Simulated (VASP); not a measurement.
# Rb (Im-3m) in VASP: a series of runs, part 2 of 4

VASP 6.6.1. Earlier steps stand in the parts before.

## 4. Single point, r2SCAN+rVV10 (86.09 Å³/atom)

This run uses another cell than the first one, of 86.09 Å³/atom.

Contents of POSCAR:

```
Rb
1.0
   -2.7816155183      2.7816155183      2.7816155183
    2.7816155183     -2.7816155183      2.7816155183
    2.7816155183      2.7816155183     -2.7816155183
Rb
1
Direct
    0.0000000000      0.0000000000      0.0000000000
```

Contents of INCAR.step1:

```
SYSTEM = Rb
PREC = Accurate
ENCUT = 520
ISMEAR = 0
SIGMA = 0.1
LREAL = .FALSE.
LASPH = .TRUE.
NELM = 80
NBANDS = 10
GGA = PE
ALGO = Normal
EDIFF = 1E-4
LWAVE = .TRUE.
LCHARG = .FALSE.
```

Contents of INCAR.step2:

```
SYSTEM = Rb
PREC = Accurate
ENCUT = 520
EDIFF = 1E-7
ISMEAR = 0
SIGMA = 0.1
LREAL = .FALSE.
LASPH = .TRUE.
NELM = 80
ALGO = Normal
ISIF = 2
LWAVE = .FALSE.
LCHARG = .FALSE.
METAGGA = R2SCAN
LMIXTAU = .TRUE.
LUSE_VDW = .TRUE.
IVDW_NL = 2
BPARAM = 11.95
CPARAM = 0.0093
NBANDS = 10
ISTART = 1
```

Contents of KPOINTS:

```
Automatic mesh
0
G
  10 10 10
  0 0 0
```

Potentials or basis: VASP PAW PBE potentials, release 64 (Rb_sv).

On the command line:

```
cat potpaw_PBE.64/Rb_sv/POTCAR > POTCAR
cp INCAR.step1 INCAR
mpirun -np 1 vasp_std > vasp.out
cp INCAR.step2 INCAR
mpirun -np 1 vasp_std > vasp.out
```

OUTCAR:

```text
SYSTEM = Rb
   PREC = Accurate
   ENCUT = 520
   EDIFF = 1E-7
   ISMEAR = 0
   LREAL = .FALSE.
   LASPH = .TRUE.
   NELM = 80
   ISIF = 2
   METAGGA = R2SCAN
   IVDW_NL = 2
   BPARAM = 11.95
   ISTART = 1

 ion  position               nearest neighbor table
   1  0.000  0.000  0.000-

  LATTYP: Found a body centered cubic cell.
 ALAT       =     5.5632310366

  Lattice vectors:

 A1 = (  -2.7816155183,   2.7816155183,   2.7816155183)
 A2 = (   2.7816155183,  -2.7816155183,   2.7816155183)
 A3 = (   2.7816155183,   2.7816155183,  -2.7816155183)

Analysis of symmetry for initial positions (statically):
=====================================================================
 Subroutine PRICEL returns:
 Original cell was already a primitive cell.

 Routine SETGRP: Setting up the symmetry group for a
 body centered cubic supercell.

 Subroutine GETGRP returns: Found 48 space group operations
 (whereof 48 operations were pure point group operations)
 out of a pool of 48 trial point group operations.

The static configuration has the point symmetry O_h .

Analysis of symmetry for dynamics (positions and initial velocities):
=====================================================================
 Subroutine PRICEL returns:
 Original cell was already a primitive cell.

 Routine SETGRP: Setting up the symmetry group for a
 body centered cubic supercell.

 Subroutine GETGRP returns: Found 48 space group operations
 (whereof 48 operations were pure point group operations)
 out of a pool of 48 trial point group operations.

The dynamic configuration has the point symmetry O_h .

 Subroutine INISYM returns: Found 48 space group operations
 (whereof 48 operations are pure point group operations),
 and found     1 'primitive' translations

----------------------------------------------------------------------------------------

                                     Primitive cell

  volume of cell :      86.0897

  direct lattice vectors                    reciprocal lattice vectors
    -2.781615518  2.781615518  2.781615518     0.000000000  0.179751658  0.179751658
     2.781615518 -2.781615518  2.781615518     0.179751658  0.000000000  0.179751658
     2.781615518  2.781615518 -2.781615518     0.179751658  0.179751658  0.000000000

  length of vectors
     4.817899405  4.817899405  4.817899405     0.254207232  0.254207232  0.254207232

  position of ions in fractional coordinates (direct lattice)
     0.000000000  0.000000000  0.000000000

  ion indices of the primitive-cell ions
   primitive index   ion index
                 1           1

----------------------------------------------------------------------------------------

 KPOINTS: Automatic mesh

Automatic generation of k-mesh.
 Grid dimensions read from file:
 generate k-points for:   10   10   10

 Generating k-lattice:

  Cartesian coordinates                     Fractional coordinates (reciprocal lattice)
     0.000000000  0.017975166  0.017975166     0.100000000  0.000000000  0.000000000
     0.017975166  0.000000000  0.017975166     0.000000000  0.100000000  0.000000000
     0.017975166  0.017975166  0.000000000     0.000000000  0.000000000  0.100000000

  Length of vectors
     0.025420723  0.025420723  0.025420723

  Shift w.r.t. Gamma in fractional coordinates (k-lattice)
     0.000000000  0.000000000  0.000000000

 Subroutine IBZKPT returns following result:
 ===========================================

 Found     47 irreducible k-points:

 Following reciprocal coordinates:
            Coordinates               Weight
  0.000000  0.000000  0.000000      1.000000
  0.100000  0.000000  0.000000     12.000000
  0.200000  0.000000  0.000000     12.000000
  0.300000  0.000000  0.000000     12.000000
  0.400000  0.000000  0.000000     12.000000
  0.500000  0.000000  0.000000      6.000000
[... 16 lines left out ...]
  0.300000  0.300000  0.100000      8.000000
 -0.300000  0.300000  0.100000     24.000000
 [... further k-points ...]
   k-points           NKPTS =     47   k-points in BZ     NKDIM =     47   number of bands    NBANDS=     10
   number of dos      NEDOS =    301   number of ions     NIONS =      1
   total plane-waves  NPLWV =  46656
   dimension x,y,z NGX =    36 NGY =   36 NGZ =   36
   dimension x,y,z NGXF=    72 NGYF=   72 NGZF=   72
   ions per type =               1
   NGX,Y,Z   is equivalent  to a cutoff of  12.42, 12.42, 12.42 a.u.
   NGXF,Y,Z  is equivalent  to a cutoff of  24.84, 24.84, 24.84 a.u.
 SYSTEM =  Rb
   PREC   = accura    normal or accurate (medium, high low for compatibility)
   ISTART =      1    job   : 0-new  1-cont  2-samecut
   ICHARG =      0    charge: 1-file 2-atom 10-const
   ISPIN  =      1    spin polarized calculation?
   LNONCOLLINEAR =      F non collinear calculations
   LSORBIT =      F    spin-orbit coupling
   LASPH  =      T    aspherical Exc in radial PAW
   ENCUT  =  520.0 eV  38.22 Ry    6.18 a.u.   8.96  8.96  8.96*2*pi/ulx,y,z
   NELM   =     80;   NELMIN=  2; NELMDL=  0     # of ELM steps
   EDIFF  = 0.1E-06   stopping-criterion for ELM
   LREAL  =      F    real-space projection
   EDIFFG = 0.1E-05   stopping-criterion for IOM
   NSW    =      0    number of steps for IOM
   IBRION =     -1    ionic relax: 0-MD 1-quasi-New 2-CG
   NFREE  =      0    steps in history (QN), initial steepest desc. (CG)
   ISIF   =      2    stress and relaxation
   ISYM   =      2    0-nonsym 1-usesym 2-fastsym
   POTIM  = 0.5000    time-step for ionic-motion
   TEBEG  =    0.0;   TEEND  =   0.0 temperature during run
   PSTRESS=    0.0 pullay stress
   NELECT =       9.0000    total number of electrons
   NUPDOWN=      -1.0000    fix difference up-down
   EMIN   =  10.00;   EMAX   =-10.00  energy-range for DOS
   EFERMI =   0.00;   METHOD = LEGACY
   ISMEAR =     0;   SIGMA  =   0.10  broadening in eV -4-tet -1-fermi 0-gaus
   EFERMI_NEDOS =   21; number of points for ismear=-14 and -15
   IALGO  =     38    algorithm
   IMIX   =      4    mixing-type and parameters
     AMIX     =   0.40;   BMIX     =  1.00
     AMIX_MAG =   1.60;   BMIX_MAG =  1.00
  volume/ion in A,a.u.               =      86.09       580.96
  Fermi-wavevector in a.u.,A,eV,Ry     =   0.771209  1.457373  8.092239  0.594763
  Thomas-Fermi vector in A             =   1.872578
   LORBIT       =      0    0 simple, 1 ext, 2 COOP (PROOUT), +10 PAW based schemes
   METAGGA = R2SCAN    functional components
   LHFCALC =     F    Hartree Fock is set to
   AEXX    =    0.0000 exact exchange contribution
   IVDW_NL    =     2    kernel type
   BPARAM     =11.9500
   IVDW    =     0    specifies the selected vdW correction
   LEPSILON=     F    determine dielectric tensor
   LRPA    =     F    only Hartree local field effects (RPA)
 non-spin polarized calculation
 Gauss-broadening in eV      SIGMA  =   0.10
  energy-cutoff  :      520.00
  volume of cell :       86.09
 maximum number of plane-waves:      2342
   NGX = 17   NGY = 17   NGZ = 17

 number of electron       9.0000000 magnetization

 Free energy of the ion-electron system (eV)
  ---------------------------------------------------
  ext. energy  EPLUGINS =         0.00000000
  ---------------------------------------------------
  free energy    TOTEN  =       -13.62020631 eV

  energy without entropy =      -13.61454758  energy(sigma->0) =      -13.61737695

 E-fermi :   0.1796     XC(G=0):  -5.8891

 val. band max:        0.1769145198   @ k =   0.3000   0.2000   0.0000
 cond. band min:       0.2568414160   @ k =  -0.4000   0.4000   0.2000
 fundamental gap:      0.0799268962
 Fermi energy:         0.1796241396

 k-point     1 :       0.0000    0.0000    0.0000
  band No.  band energies     occupation
      1     -29.8258      2.00000
      2     -13.3108      2.00000
      3     -13.3108      2.00000
      4     -13.3108      2.00000
      5      -1.9932      2.00000
      6       4.3495      0.00000
      7       4.3495      0.00000
      8       4.3495      0.00000
      9       5.3636      0.00000
     10       5.3636      0.00000
[... 287 lines left out ...]
 k-point    24 :      -0.3000    0.3000    0.1000
  band No.  band energies     occupation
      1     -29.8215      2.00000
      2     -13.3881      2.00000
      3     -13.3399      2.00000
      4     -13.3198      2.00000
      5      -0.7717      2.00000
      6       2.4789      0.00000
      7       3.4293      0.00000
      8       4.3751      0.00000
      9       5.3985      0.00000
     10       5.8931      0.00000

 [... further k-points ...]

------------------------ aborting loop because EDIFF is reached ----------------------------------------

  FORCE on cell =-STRESS in cart. coord.  units (eV):
  Direction    XX          YY          ZZ          XY          YZ          ZX
  --------------------------------------------------------------------------------------
  -------------------------------------------------------------------------------------
  Total        0.1157076      0.1157076      0.1157076     -0.0000000     -0.0000000      0.0000000
  in kB        2.1533819      2.1533819      2.1533819     -0.0000000     -0.0000000      0.0000000
  external PRESSURE =       2.1533819 kB  Pullay stress =       0.0000000 kB

 VOLUME and BASIS-vectors are now :
 -----------------------------------------------------------------------------
  energy-cutoff  :      520.00
  volume of cell :       86.09
      direct lattice vectors                 reciprocal lattice vectors
    -2.781615518  2.781615518  2.781615518     0.000000000  0.179751658  0.179751658
     2.781615518 -2.781615518  2.781615518     0.179751658  0.000000000  0.179751658
     2.781615518  2.781615518 -2.781615518     0.179751658  0.179751658  0.000000000

 POSITION                                       TOTAL-FORCE (eV/Angst)
 -----------------------------------------------------------------------------------
      0.00000      0.00000      0.00000         0.000000      0.000000      0.000000
 -----------------------------------------------------------------------------------
    total drift:                               -0.000000      0.000000      0.000000

  FREE ENERGIE OF THE ION-ELECTRON SYSTEM (eV)
  ---------------------------------------------------
  free  energy   TOTEN  =       -13.6202063136 eV

  energy  without entropy=      -13.6145475799  energy(sigma->0) =      -13.61737695
```

OUTCAR.step1:

```text
SYSTEM = Rb
   PREC = Accurate
   ENCUT = 520
   ISMEAR = 0
   LREAL = .FALSE.
   LASPH = .TRUE.
   NELM = 80
[... 528 lines left out ...]
 -----------------------------------------------------------------------------------
      0.00000      0.00000      0.00000        -0.000000      0.000000     -0.000000
 -----------------------------------------------------------------------------------
    total drift:                               -0.000000      0.000000      0.000000

  FREE ENERGIE OF THE ION-ELECTRON SYSTEM (eV)
  ---------------------------------------------------
  free  energy   TOTEN  =        -0.9330533581 eV

  energy  without entropy=       -0.9268111929  energy(sigma->0) =       -0.92993228
```

Run time: 5.3 min. Hardware: 1 thread of Intel Xeon 8259CL, shared host; peak memory 0.4 GiB.

What came out:

* Free energy: -13.6202 eV
* Pressure: 0.2 GPa
* Band gap on the k mesh: zero (an odd number of electrons rules out a gap without spin polarisation)

Levels at points of the mesh, in eV from the Fermi level:
| k point | band 3 | band 4 | band 5 | band 6 | band 7 | band 8 |
| --- | --- | --- | --- | --- | --- | --- |
| (0.00, 0.00, 0.00) | -13.49 | -13.49 | -2.17 | 4.17 | 4.17 | 4.17 |
| (0.50, 0.00, 0.00) | -13.53 | -13.49 | 0.33 | 0.75 | 2.88 | 4.92 |
| (0.50, 0.50, 0.50) | -13.57 | -13.57 | 1.26 | 1.26 | 3.67 | 3.67 |

Caveat: the PAW data sets were made with another functional, which shifts forces and pressure a little.

[end of part 2 of 4]

The gap in the log of VASP goes by the Fermi energy; the results here count the filled bands.